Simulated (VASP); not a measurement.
Set up this calculation in VASP 6.6.1, as the native input.

```yaml
Task: single point
Functional: LDA
Potentials_or_basis: VASP PAW LDA potentials, release 64 (Pt, S)
Cutoff: 500 eV
k_mesh: 15 × 15 × 10
Occupations: fermi-dirac, width 0.15 eV
Spin: no spin polarisation
Dipole_correction: no
Further_INCAR_settings: ALGO = Normal; EDIFF = 1e-06; NBANDS = 18
```

The structure of PtS2 lies in POSCAR:

```
PtS2
1.0
    3.5637559009      0.0000000000      0.0000000000
   -1.7818779505      3.0863031431      0.0000000000
    0.0000000000      0.0000000000      4.5124267078
Pt S
1 2
Direct
    0.0000000000      0.0000000000      0.0000000000
    0.3333333333      0.6666666667      0.2631709262
    0.6666666667      0.3333333333      0.7368290738
```

One way to write it, as run:

INCAR

```
ALGO = Normal ; EDIFF = 1E-6
ENCUT = 500 ; GGA_COMPAT = False
ISIF = 2 ; ISMEAR = -1
LASPH = True ; LCHARG = False
LREAL = False ; LWAVE = False
NBANDS = 18 ; NELM = 120
PREC = Accurate ; SIGMA = 0.15
```

KPOINTS

```
k-points
0
Gamma
  15 15 10
```

Potentials or basis: VASP PAW LDA potentials, release 64 (Pt, S).

Command:

```sh
$ cat potpaw_LDA.64/Pt/POTCAR potpaw_LDA.64/S/POTCAR > POTCAR
$ mpirun -np 1 vasp_std > vasp.out
```

It gave:

```json
{"Pressure": "0.0 GPa", "Band gap on the k mesh": "zero (bands 11 and 12 overlap by 0.23 eV)"}
```

Caveat: spin-orbit coupling is left out, which moves the levels of the heavy elements.

Wall time 4.3 min on 1 thread of Intel Xeon 8259CL (shared host), peak memory 0.3 GiB.
